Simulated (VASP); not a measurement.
# SiO2 (I-42d) in VASP: further runs

The runs below take SiO2 through single point, with PBEsol.

Everything below comes from runs of VASP 6.6.1. Logs are shortened: lines on timing, memory, paths and dates and some standing lists are left out, and cuts for length are marked.

### 1 The cell of the first run

The structure is tetragonal, space group I-42d (No. 122). The conventional cell has a = 4.748 Å, b = 4.748 Å, c = 7.488 Å, α = 90.00°, β = 90.00°, γ = 90.00°. Within 2.2 Å of Si (site symmetry -4) lie 4 O at 1.62 Å. Within 2.2 Å of O (site symmetry 2) lie 2 Si at 1.62 Å.

### 2 Single point, PBEsol

The input, INCAR:

```
PREC = Accurate
ENCUT = 520
EDIFF = 1E-6
ISMEAR = 0
SIGMA = 0.01
LREAL = False
LASPH = True
NELM = 100
ALGO = Normal
ISIF = 2
LWAVE = False
LCHARG = False
GGA = PS
NBANDS = 25
```

The input, KPOINTS:

```
Automatic mesh
0
Gamma
  2 2 2
```

The input, POSCAR:

```
SiO2
1.0
    5.0288930000      0.0000000000      0.0000000000
    0.5459076097      4.9991749006      0.0000000000
   -2.7874003999     -2.4995875355      3.3574135832
Si O
2 4
Direct
    0.0000000000      0.0000000000      0.0000000000
    0.7500000000      0.2500000000      0.5000000000
    0.9983800000      0.6250000000      0.8733800000
    0.3750000000      0.2483800000      0.3733800000
    0.7516200000      0.1250000000      0.1266200000
    0.8750000000      0.0016200000      0.6266200000
```

Potentials or basis: VASP PAW PBE potentials, release 64 (Si, O).

The run is started by

```
$ cat potpaw_PBE.64/Si/POTCAR potpaw_PBE.64/O/POTCAR > POTCAR
$ mpirun -np 1 vasp_std > vasp.out
```

OUTCAR:

```text
PREC = Accurate
   ENCUT = 520
   EDIFF = 1E-6
   ISMEAR = 0
   LREAL = False
   LASPH = True
   NELM = 100
   ISIF = 2
   GGA = PS

 ion  position               nearest neighbor table
   1  0.000  0.000  0.000-   4 1.62   3 1.62   6 1.62   5 1.62   2 3.02   2 3.02   2 3.02   2 3.02

   2  0.750  0.250  0.500-   3 1.62   4 1.62   5 1.62   6 1.62   1 3.02   1 3.02   1 3.02   1 3.02

   3  0.998  0.625  0.873-   2 1.62   1 1.62
   4  0.375  0.248  0.373-   1 1.62   2 1.62
   5  0.752  0.125  0.127-   2 1.62   1 1.62
   6  0.875  0.002  0.627-   1 1.62   2 1.62

  LATTYP: Found a body centered tetragonal cell.
 ALAT       =     4.7480999245
 C/A-ratio  =     1.5770520043

  Lattice vectors:

 A1 = (   5.0288930000,   0.0000000000,   0.0000000000)
 A2 = (   0.5459076097,   4.9991749006,   0.0000000000)
 A3 = (  -2.7874003999,  -2.4995875355,   3.3574135832)

Analysis of symmetry for initial positions (statically):
=====================================================================
 Subroutine PRICEL returns:
 Original cell was already a primitive cell.

 Routine SETGRP: Setting up the symmetry group for a
 body centered tetragonal supercell.

 Subroutine GETGRP returns: Found  8 space group operations
 (whereof  4 operations were pure point group operations)
 out of a pool of 16 trial point group operations.

The static configuration has the point symmetry S_4 .
 The point group associated with its full space group is D_2d.

Analysis of symmetry for dynamics (positions and initial velocities):
=====================================================================
 Subroutine PRICEL returns:
 Original cell was already a primitive cell.

 Routine SETGRP: Setting up the symmetry group for a
 body centered tetragonal supercell.

 Subroutine GETGRP returns: Found  8 space group operations
 (whereof  4 operations were pure point group operations)
 out of a pool of 16 trial point group operations.

The dynamic configuration has the point symmetry S_4 .
 The point group associated with its full space group is D_2d.

 Subroutine INISYM returns: Found  8 space group operations
 (whereof  4 operations are pure point group operations),
 and found     1 'primitive' translations

----------------------------------------------------------------------------------------

                                     Primitive cell

  volume of cell :      84.4064

  direct lattice vectors                    reciprocal lattice vectors
     5.028893000  0.000000000  0.000000000     0.198850920 -0.021714429  0.148924166
     0.545907610  4.999174901  0.000000000     0.000000000  0.200033009  0.148924166
    -2.787400400 -2.499587535  3.357413583     0.000000000  0.000000000  0.297848321

  length of vectors
     5.028893000  5.028893000  5.028893000     0.249382461  0.249382461  0.297848321

  position of ions in fractional coordinates (direct lattice)
     0.000000000  0.000000000  0.000000000
     0.750000000  0.250000000  0.500000000
     0.998380000  0.625000000  0.873380000
     0.375000000  0.248380000  0.373380000
     0.751620000  0.125000000  0.126620000
     0.875000000  0.001620000  0.626620000

  ion indices of the primitive-cell ions
   primitive index   ion index
                 1           1
                 2           2
                 3           3
                 4           4
                 5           5
                 6           6

----------------------------------------------------------------------------------------

 KPOINTS: Automatic mesh

Automatic generation of k-mesh.
 Grid dimensions read from file:
 generate k-points for:    2    2    2

 Generating k-lattice:

  Cartesian coordinates                     Fractional coordinates (reciprocal lattice)
     0.099425460 -0.010857215  0.074462083     0.500000000 -0.000000000  0.000000000
     0.000000000  0.100016505  0.074462083     0.000000000  0.500000000  0.000000000
     0.000000000  0.000000000  0.148924161     0.000000000  0.000000000  0.500000000

  Length of vectors
     0.124691231  0.124691231  0.148924161

  Shift w.r.t. Gamma in fractional coordinates (k-lattice)
     0.000000000  0.000000000  0.000000000

 Subroutine IBZKPT returns following result:
 ===========================================

 Found      4 irreducible k-points:

 Following reciprocal coordinates:
            Coordinates               Weight
  0.000000  0.000000  0.000000      1.000000
  0.500000 -0.000000 -0.000000      4.000000
  0.500000  0.500000 -0.000000      2.000000
  0.500000  0.500000  0.500000      1.000000
   k-points           NKPTS =      4   k-points in BZ     NKDIM =      4   number of bands    NBANDS=     25
   number of dos      NEDOS =    301   number of ions     NIONS =      6
   total plane-waves  NPLWV =  64000
   dimension x,y,z NGX =    40 NGY =   40 NGZ =   40
   dimension x,y,z NGXF=    80 NGYF=   80 NGZF=   80
   ions per type =               2   4
   NGX,Y,Z   is equivalent  to a cutoff of  13.22, 13.22, 13.22 a.u.
   NGXF,Y,Z  is equivalent  to a cutoff of  26.45, 26.45, 26.45 a.u.
 SYSTEM =  unknown system
   PREC   = accura    normal or accurate (medium, high low for compatibility)
   ISTART =      0    job   : 0-new  1-cont  2-samecut
   ICHARG =      2    charge: 1-file 2-atom 10-const
   ISPIN  =      1    spin polarized calculation?
   LNONCOLLINEAR =      F non collinear calculations
   LSORBIT =      F    spin-orbit coupling
   LASPH  =      T    aspherical Exc in radial PAW
   ENCUT  =  520.0 eV  38.22 Ry    6.18 a.u.   9.35  9.35  9.35*2*pi/ulx,y,z
   NELM   =    100;   NELMIN=  2; NELMDL= -5     # of ELM steps
   EDIFF  = 0.1E-05   stopping-criterion for ELM
   LREAL  =      F    real-space projection
   EDIFFG = 0.1E-04   stopping-criterion for IOM
   NSW    =      0    number of steps for IOM
   IBRION =     -1    ionic relax: 0-MD 1-quasi-New 2-CG
   NFREE  =      0    steps in history (QN), initial steepest desc. (CG)
   ISIF   =      2    stress and relaxation
   ISYM   =      2    0-nonsym 1-usesym 2-fastsym
   POTIM  = 0.5000    time-step for ionic-motion
   TEBEG  =    0.0;   TEEND  =   0.0 temperature during run
   PSTRESS=    0.0 pullay stress
   NELECT =      32.0000    total number of electrons
   NUPDOWN=      -1.0000    fix difference up-down
   EMIN   =  10.00;   EMAX   =-10.00  energy-range for DOS
   EFERMI =   0.00;   METHOD = LEGACY
   ISMEAR =     0;   SIGMA  =   0.01  broadening in eV -4-tet -1-fermi 0-gaus
   EFERMI_NEDOS =   21; number of points for ismear=-14 and -15
   IALGO  =     38    algorithm
   IMIX   =      4    mixing-type and parameters
     AMIX     =   0.40;   BMIX     =  1.00
     AMIX_MAG =   1.60;   BMIX_MAG =  1.00
  volume/ion in A,a.u.               =      14.07        94.93
  Fermi-wavevector in a.u.,A,eV,Ry     =   1.184858  2.239057 19.101062  1.403888
  Thomas-Fermi vector in A             =   2.321064
   LORBIT       =      0    0 simple, 1 ext, 2 COOP (PROOUT), +10 PAW based schemes
   GGA     = PS    functional components
   LHFCALC =     F    Hartree Fock is set to
   AEXX    =    0.0000 exact exchange contribution
   IVDW    =     0    specifies the selected vdW correction
   LEPSILON=     F    determine dielectric tensor
   LRPA    =     F    only Hartree local field effects (RPA)
 non-spin polarized calculation
 Gauss-broadening in eV      SIGMA  =   0.01
  energy-cutoff  :      520.00
  volume of cell :       84.41
 maximum number of plane-waves:      2317
 NGX is ok and might be reduce to    40
   NGX = 19   NGY = 19   NGZ = 19

 number of electron      32.0000012 magnetization

 Free energy of the ion-electron system (eV)
  ---------------------------------------------------
  ext. energy  EPLUGINS =         0.00000000
  ---------------------------------------------------
  free energy    TOTEN  =       -49.28271386 eV

  energy without entropy =      -49.28271386  energy(sigma->0) =      -49.28271386

 E-fermi :  -0.1256     XC(G=0):  -8.7087

 val. band max:       -0.1938881965   @ k =   0.0000   0.0000   0.0000
 cond. band min:       5.7776966810   @ k =   0.0000   0.0000   0.0000
 fundamental gap:      5.9715848776
 Fermi energy:        -0.1256050467

 k-point     1 :       0.0000    0.0000    0.0000
  band No.  band energies     occupation
      1     -19.2389      2.00000
      2     -17.0925      2.00000
      3     -17.0718      2.00000
      4     -17.0718      2.00000
      5      -9.0147      2.00000
      6      -5.4859      2.00000
[... 17 lines left out ...]
     24      13.4940      0.00000
     25      13.8339      0.00000

 k-point     2 :       0.5000   -0.0000   -0.0000
  band No.  band energies     occupation
      1     -18.7686      2.00000
      2     -17.7648      2.00000
      3     -17.1183      2.00000
      4     -17.0896      2.00000
      5      -8.0902      2.00000
      6      -5.9777      2.00000
[... 17 lines left out ...]
     24      12.8521      0.00000
     25      13.5725      0.00000

 k-point     3 :       0.5000    0.5000   -0.0000
  band No.  band energies     occupation
      1     -18.2678      2.00000
      2     -18.2678      2.00000
      3     -17.1440      2.00000
      4     -17.1440      2.00000
      5      -7.1951      2.00000
      6      -7.1951      2.00000
[... 17 lines left out ...]
     24      11.7461      0.00000
     25      13.2243      0.00000

 k-point     4 :       0.5000    0.5000    0.5000
  band No.  band energies     occupation
      1     -18.3090      2.00000
      2     -18.3090      2.00000
      3     -17.1067      2.00000
      4     -17.1067      2.00000
      5      -6.9749      2.00000
      6      -6.9749      2.00000
[... 17 lines left out ...]
     24      13.1924      0.00000
     25      13.5201      0.00000

------------------------ aborting loop because EDIFF is reached ----------------------------------------

  FORCE on cell =-STRESS in cart. coord.  units (eV):
  Direction    XX          YY          ZZ          XY          YZ          ZX
  --------------------------------------------------------------------------------------
  -------------------------------------------------------------------------------------
  Total        0.6172250      0.7324083      1.2053500     -0.5273982     -0.0000000     -0.0000000
  in kB       11.7159773     13.9023516     22.8795866    -10.0109132     -0.0000006     -0.0000006
  external PRESSURE =      16.1659718 kB  Pullay stress =       0.0000000 kB

 VOLUME and BASIS-vectors are now :
 -----------------------------------------------------------------------------
  energy-cutoff  :      520.00
  volume of cell :       84.41
      direct lattice vectors                 reciprocal lattice vectors
     5.028893000  0.000000000  0.000000000     0.198850920 -0.021714429  0.148924166
     0.545907610  4.999174901  0.000000000     0.000000000  0.200033009  0.148924166
    -2.787400400 -2.499587535  3.357413583     0.000000000  0.000000000  0.297848321

 POSITION                                       TOTAL-FORCE (eV/Angst)
 -----------------------------------------------------------------------------------
      0.00000      0.00000      0.00000        -0.000000      0.000000      0.000000
      2.51445     -0.00000      1.67871        -0.000000     -0.000000      0.000000
      2.92748      0.94139      2.93230         0.012319     -0.013738      0.018452
      0.98067      0.30840      1.25359        -0.012319      0.013738      0.018452
      3.49511      0.30840      0.42512        -0.012319      0.013738     -0.018452
      2.65452     -1.55819      2.10382         0.012319     -0.013738     -0.018452
 -----------------------------------------------------------------------------------
    total drift:                                0.000010      0.000009      0.000013

  FREE ENERGIE OF THE ION-ELECTRON SYSTEM (eV)
  ---------------------------------------------------
  free  energy   TOTEN  =       -49.2827138605 eV

  energy  without entropy=      -49.2827138605  energy(sigma->0) =      -49.28271386
```

Run time: 11 s. Hardware: 1 thread of Intel Xeon 6975P-C, shared host; peak memory 0.22 GiB.

What came out:

* Free energy: -49.2827 eV
* Pressure: 1.6 GPa
* Largest force: 0.026 eV/Å
* Band gap on the k mesh: 5.97 eV, direct

Forces on the atoms (eV/Å):
```
Si   0.000  0.000  0.000
Si   0.000  0.000  0.000
O    0.012 -0.014  0.018
O   -0.012  0.014  0.018
O   -0.012  0.014 -0.018
O    0.012 -0.014 -0.018
```

Caveat: the k points lie up to 0.94 Å⁻¹ apart; the PAW data sets were made with another functional, which shifts forces and pressure a little. PBEsol gaps usually lie below the measured ones, often by a third to a half.

### 3 Single point, PBEsol

The input, INCAR:

```
PREC = Accurate
ENCUT = 520
EDIFF = 1E-7
ISMEAR = 0
SIGMA = 0.01
LREAL = False
LASPH = True
NELM = 80
ALGO = Normal
ISIF = 2
LWAVE = False
LCHARG = True
GGA = PS
LELF = True
LVHAR = True
NBANDS = 25
```

The input, KPOINTS:

```
Automatic mesh
0
Gamma
  4 4 4
```

POSCAR is that of step 2.

Potentials or basis: VASP PAW PBE potentials, release 64 (Si, O).

The run is started by

```
$ cat potpaw_PBE.64/Si/POTCAR potpaw_PBE.64/O/POTCAR > POTCAR
$ mpirun -np 1 vasp_std > vasp.out
```

Wall time 37 s (1 thread of Intel Xeon 6975P-C, shared host); peak memory 0.23 GiB.

Results (log left out):

```
Free energy            : -49.2978 eV
Pressure               : 1.6 GPa
Largest force          : 0.026 eV/Å
Band gap on the k mesh : 5.97 eV, direct
```

Forces in eV/Å, atoms in the order of the input:
```
Si   0.000  0.000  0.000
Si   0.000  0.000  0.000
O    0.012 -0.014  0.019
O   -0.012  0.014  0.019
O   -0.012  0.014 -0.019
O    0.012 -0.014 -0.019
```

Stress tensor (GPa, compression positive):
```
 1.22 -0.96  0.00
-0.96  1.43  0.00
 0.00  0.00  2.29
```

Levels at points of the mesh, in eV from the valence-band top:
```csv
k point,band 13,band 14,band 15,band 16,band 17,band 18,band 19,band 20
"(0.00, 0.00, 0.00)",-1.33,-1.03,0.00,0.00,5.97,8.57,11.19,11.19
"(0.50, 0.00, 0.00)",-1.28,-0.68,-0.29,-0.18,8.31,9.17,9.96,10.12
"(0.50, 0.50, 0.00)",-0.75,-0.75,-0.24,-0.24,9.41,9.41,10.05,10.05
"(0.50, 0.50, 0.50)",-1.50,-1.50,-0.11,-0.11,8.97,8.97,9.59,9.59
```

Caveat: the k points lie up to 0.47 Å⁻¹ apart; the PAW data sets were made with another functional, which shifts forces and pressure a little.

[end of part 1 of 2]
